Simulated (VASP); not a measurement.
# HgF3 (Pm-3m) in VASP: notebook, part 2 of 2

VASP 6.6.1.

### 4 Single point, PBEsol

This run uses another cell than the first one, of 10.47 Å³/atom, 1.113 times its volume.

INCAR reads:

```
SYSTEM = HgF3
ALGO = Normal
EDIFF = 1E-6
ENCUT = 520
GGA = PS
ISIF = 2
ISMEAR = -1
LASPH = .True.
LCHARG = .False.
LREAL = .False.
LWAVE = .False.
NBANDS = 24
NELM = 80
PREC = Accurate
SIGMA = 0.05
```

KPOINTS reads:

```
k-points
0
Gamma
  7 7 7
  0 0 0
```

POSCAR reads:

```
HgF3
1.0
    3.4730599712      0.0000000000      0.0000000000
    0.0000000000      3.4730599712      0.0000000000
    0.0000000000      0.0000000000      3.4730599712
Hg F
1 3
Direct
    0.0000000000      0.0000000000      0.0000000000
    0.0000000000      0.5000000000      0.5000000000
    0.5000000000      0.0000000000      0.5000000000
    0.5000000000      0.5000000000      0.0000000000
```

Potentials or basis: VASP PAW PBE potentials, release 64 (Hg, F).

Run with:

```console
$ cat potpaw_PBE.64/Hg/POTCAR potpaw_PBE.64/F/POTCAR > POTCAR
$ mpirun -np 1 vasp_std > vasp.out
```

OUTCAR:

```text
SYSTEM = HgF3
   EDIFF = 1E-6
   ENCUT = 520
   GGA = PS
   ISIF = 2
   ISMEAR = -1
   LASPH = .True.
   LREAL = .False.
   NELM = 80
   PREC = Accurate

 ion  position               nearest neighbor table
   1  0.000  0.000  0.000-   2 2.46   3 2.46   4 2.46   2 2.46   3 2.46   2 2.46   4 2.46   2 2.46
                             3 2.46   4 2.46   3 2.46   4 2.46
   2  0.000  0.500  0.500-   1 2.46   1 2.46   1 2.46   1 2.46
   3  0.500  0.000  0.500-   1 2.46   1 2.46   1 2.46   1 2.46
   4  0.500  0.500  0.000-   1 2.46   1 2.46   1 2.46   1 2.46

  LATTYP: Found a simple cubic cell.
[... 732 lines left out ...]
  --------------------------------------------------------------------------------------
  -------------------------------------------------------------------------------------
  Total        2.8039369      2.8039369      2.8039369     -0.0000000     -0.0000000      0.0000000
  in kB      107.2363367    107.2363367    107.2363367     -0.0000000     -0.0000000      0.0000000
  external PRESSURE =     107.2363367 kB  Pullay stress =       0.0000000 kB

 VOLUME and BASIS-vectors are now :
 -----------------------------------------------------------------------------
  energy-cutoff  :      520.00
  volume of cell :       41.89
      direct lattice vectors                 reciprocal lattice vectors
     3.473059971  0.000000000  0.000000000     0.287930531  0.000000000  0.000000000
     0.000000000  3.473059971  0.000000000     0.000000000  0.287930531  0.000000000
     0.000000000  0.000000000  3.473059971     0.000000000  0.000000000  0.287930531

 POSITION                                       TOTAL-FORCE (eV/Angst)
 -----------------------------------------------------------------------------------
      0.00000      0.00000      0.00000         0.000000      0.000000      0.000000
      0.00000      1.73653      1.73653         0.000000      0.000000      0.000000
      1.73653      0.00000      1.73653         0.000000      0.000000      0.000000
      1.73653      1.73653      0.00000         0.000000      0.000000      0.000000
 -----------------------------------------------------------------------------------
    total drift:                                0.000000      0.000000      0.000000

  FREE ENERGIE OF THE ION-ELECTRON SYSTEM (eV)
  ---------------------------------------------------
  free  energy   TOTEN  =        -9.0374668743 eV

  energy  without entropy=       -8.9591257720  energy(sigma->0) =       -8.99829632
```

OSZICAR:

```text
N       E                     dE             d eps       ncg     rms          rms(c)
DAV:   1     0.246617681255E+03    0.24662E+03   -0.18997E+04  1000   0.139E+03
DAV:   2    -0.227388051759E+01   -0.24889E+03   -0.23337E+03  1048   0.360E+02
DAV:   3    -0.118470257730E+02   -0.95731E+01   -0.94561E+01  1096   0.749E+01
DAV:   4    -0.118888628657E+02   -0.41837E-01   -0.41833E-01  1136   0.508E+00
DAV:   5    -0.118890123360E+02   -0.14947E-03   -0.14947E-03  1152   0.279E-01    0.123E+01
DAV:   6    -0.959459996399E+01    0.22944E+01   -0.11567E+01  1256   0.464E+01    0.171E+01
DAV:   7    -0.913447748975E+01    0.46012E+00   -0.15321E+00  1080   0.154E+01    0.771E+00
DAV:   8    -0.907507609435E+01    0.59401E-01   -0.59585E-01  1136   0.112E+01    0.176E+00
DAV:   9    -0.904930433722E+01    0.25772E-01   -0.16715E-01  1272   0.621E+00    0.145E+00
DAV:  10    -0.903798185306E+01    0.11322E-01   -0.14776E-02  1072   0.176E+00    0.565E-01
DAV:  11    -0.903697540330E+01    0.10064E-02   -0.22026E-03  1096   0.567E-01    0.986E-02
DAV:  12    -0.903754524431E+01   -0.56984E-03   -0.49154E-04  1016   0.287E-01    0.119E-01
DAV:  13    -0.903746265386E+01    0.82590E-04   -0.16095E-04  1136   0.165E-01    0.127E-02
DAV:  14    -0.903746659141E+01   -0.39376E-05   -0.71451E-06  1088   0.222E-02    0.387E-03
DAV:  15    -0.903746687428E+01   -0.28287E-06   -0.10424E-06   832   0.193E-02
   1 F= -.90374669E+01 E0= -.89982963E+01  d E =-.783411E-01
```

stdout:

```text
POSCAR found type information on POSCAR HgF
 POSCAR found :  2 types and       4 ions
 scaLAPACK will be used
 -----------------------------------------------------------------------------
|                                                                             |
|                                                                             |
|     You enforced a specific xc type in the INCAR file but a different       |
|     I HOPE YOU KNOW WHAT YOU ARE DOING!                                     |
|                                                                             |
 -----------------------------------------------------------------------------

 LDA part: xc-table for (Slater+PW92), standard interpolation
 POSCAR, INCAR and KPOINTS ok, starting setup
 FFT: planning ... GRIDC
 FFT: planning ... GRID_SOFT
 FFT: planning ... GRID
 WAVECAR not read
 entering main loop
```

It took 19 s on 1 thread of Intel Xeon Platinum 8259CL at 2.50GHz (Skylake/Cascade Lake), shared host; peak memory 0.16 GiB.

What came out:

| Item | Value |
| --- | --- |
| Free energy | -9.0375 eV |
| Pressure | 10.7 GPa |

Levels at points of the mesh, in eV from the Fermi level:
| k point | band 15 | band 16 | band 17 | band 18 | band 19 | band 20 |
| --- | --- | --- | --- | --- | --- | --- |
| (0.00, 0.00, 0.00) | -0.14 | -0.14 | -0.14 | 0.79 | 15.93 | 16.24 |

Caveat: the PAW data sets were made with another functional, which shifts forces and pressure a little; spin-orbit coupling is left out, which moves the levels of the heavy elements; an odd number of electrons without spin polarisation forces a metal; a magnetic or distorted state may lie lower.

### 5 Single point, PBEsol

This run uses another cell than the first one, of 11.38 Å³/atom, 1.210 times its volume.

INCAR reads:

```
ALGO     = Normal         # electronic algorithm
EDIFF    = 1E-7           # SCF threshold, eV
ENCUT    = 520            # plane-wave cutoff, eV
GGA      = PS             # functional
ISIF     = 2              # what is computed and relaxed
ISMEAR   = -1             # smearing method
LASPH    = True           # aspherical terms in the spheres
LCHARG   = True           # write CHGCAR
LELF     = True           # ELF
LREAL    = False          # projectors in reciprocal space
LVHAR    = True         
LWAVE    = False          # write WAVECAR
NBANDS   = 24             # bands
NELM     = 60             # most SCF steps
PREC     = Accurate       # precision mode
SIGMA    = 0.05           # smearing width, eV
```

KPOINTS reads:

```
k-points
0
Gamma
  7 7 7
```

POSCAR reads:

```
HgF3
1.0
    3.5705043667      0.0000000000      0.0000000000
    0.0000000000      3.5705043667      0.0000000000
    0.0000000000      0.0000000000      3.5705043667
Hg F
1 3
Direct
    0.0000000000      0.0000000000      0.0000000000
    0.0000000000      0.5000000000      0.5000000000
    0.5000000000      0.0000000000      0.5000000000
    0.5000000000      0.5000000000      0.0000000000
```

Run with:

```console
$ cat potpaw_PBE.64/Hg/POTCAR potpaw_PBE.64/F/POTCAR > POTCAR
$ mpirun -np 1 vasp_std > vasp.out
```

Wall time 22 s (1 thread of Intel Xeon Platinum 8259CL at 2.50GHz (Skylake/Cascade Lake), shared host); peak memory 0.16 GiB.

The run converged. Its results:

```yaml
Free_energy: -9.1654 eV
Pressure: 0.3 GPa
```

Levels at points of the mesh, in eV from the Fermi level:
| k point | band 14 | band 15 | band 16 | band 17 | band 18 | band 19 | band 20 | band 21 |
| --- | --- | --- | --- | --- | --- | --- | --- | --- |
| (0.00, 0.00, 0.00) | -1.29 | -0.10 | -0.10 | -0.10 | 0.62 | 15.30 | 15.30 | 15.30 |

Caveat: the PAW data sets were made with another functional, which shifts forces and pressure a little; spin-orbit coupling is left out, which moves the levels of the heavy elements; an odd number of electrons without spin polarisation forces a metal; a magnetic or distorted state may lie lower.

### 6 Relaxation of cell and atoms, PBEsol

This run uses another cell than the first one, of 11.76 Å³/atom, 1.250 times its volume.

INCAR reads:

```
SYSTEM = HgF3
PREC = Accurate ; ENCUT = 600
EDIFF = 1E-7 ; ISMEAR = -1
SIGMA = 0.05 ; LREAL = .False.
LASPH = .True. ; NELM = 100
ALGO = Normal ; ISIF = 3
LWAVE = .False. ; LCHARG = .False.
GGA = PS ; IBRION = 2
NSW = 60 ; EDIFFG = -0.03
```

KPOINTS reads:

```
Automatic mesh
0
Gamma
  7 7 7
  0 0 0
```

POSCAR reads:

```
HgF3
1.0
    3.6100000000      0.0000000000      0.0000000000
    0.0000000000      3.6100000000      0.0000000000
    0.0000000000      0.0000000000      3.6100000000
Hg F
1 3
Direct
    0.0000000000      0.0000000000      0.0000000000
    0.0000000000      0.5000000000      0.5000000000
    0.5000000000      0.0000000000      0.5000000000
    0.5000000000      0.5000000000      0.0000000000
```

Potentials or basis: VASP PAW PBE potentials, release 64 (Hg, F).

Run with:

```console
$ cat potpaw_PBE.64/Hg/POTCAR potpaw_PBE.64/F/POTCAR > POTCAR
$ mpirun -np 1 vasp_std > vasp.out
```

Run time: 37 s. Hardware: 1 thread of Intel Xeon Platinum 8259CL at 2.50GHz (Skylake/Cascade Lake), shared host; peak memory 0.19 GiB.

The run converged. Its results:

```yaml
Free_energy: -9.1727 eV
Relaxed_volume: 11.42 Å³/atom
Relaxed_cell: a = 3.575 Å, b = 3.575 Å, c = 3.575 Å, α = 90.00°, β = 90.00°, γ = 90.00°
Space_group_after_relaxing_to_0.05_Å: Pm-3m (No. 221)
Energy_gained_by_relaxing: 3.1 meV/atom
Ionic_steps: 2
Pressure_after_relaxing: -0.1 GPa
```

The path:
```tsv
step	energy change (eV)	largest force (eV/Å)	pressure (GPa)	volume (Å³)
1	0.0000	0.0000	-2.78	47.05
2	-0.0125	0.0000	-0.05	45.67
```

Final structure:
```cif
data_structure
_symmetry_space_group_name_H-M 'P 1'
_symmetry_Int_Tables_number 1
_cell_length_a 3.5745
_cell_length_b 3.5745
_cell_length_c 3.5745
_cell_angle_alpha 90.000
_cell_angle_beta 90.000
_cell_angle_gamma 90.000
_cell_volume 45.67
loop_
_atom_site_label
_atom_site_type_symbol
_atom_site_fract_x
_atom_site_fract_y
_atom_site_fract_z
_atom_site_occupancy
Hg1 Hg 0.00000 0.00000 0.00000 1
F1 F 0.00000 0.50000 0.50000 1
F2 F 0.50000 0.00000 0.50000 1
F3 F 0.50000 0.50000 0.00000 1
```

Levels at points of the mesh, in eV from the Fermi level:
| k point | band 13 | band 14 | band 15 | band 16 | band 17 | band 18 | band 19 | band 20 |
| --- | --- | --- | --- | --- | --- | --- | --- | --- |
| (0.00, 0.00, 0.00) | -1.28 | -1.28 | -0.10 | -0.10 | -0.10 | 0.61 | 15.27 | 15.27 |

Caveat: the PAW data sets were made with another functional, which shifts forces and pressure a little; spin-orbit coupling is left out, which moves the levels of the heavy elements; an odd number of electrons without spin polarisation forces a metal; a magnetic or distorted state may lie lower.

### 7 Overview

| task | cell | cutoff (eV) | gap on the mesh (eV) | pressure (GPa) |
| --- | --- | --- | --- | --- |
| single point | a = 3.351 Å, 4 atoms | 520 | none | 31.6 |
| single point | a = 3.404 Å, 4 atoms | 520 | none | 21.1 |
| single point | a = 3.473 Å, 4 atoms | 520 | none | 10.7 |
| single point | a = 3.571 Å, 4 atoms | 520 | none | 0.3 |
| relaxation of cell and atoms | relaxed from a = 3.610 Å, 4 atoms | 600 | none | -0.1 |

Alike in all rows: level PBEsol; potentials or basis VASP PAW PBE potentials, release 64 (Hg, F); no spin polarisation; k mesh 7 × 7 × 7; smearing fermi-dirac 0.05 eV.

Caveats: the PAW data sets were made with another functional, which shifts forces and pressure a little; spin-orbit coupling is left out, which moves the levels of the heavy elements; an odd number of electrons without spin polarisation forces a metal; a magnetic or distorted state may lie lower.

Absolute energies hang on the potentials; compare differences alone.
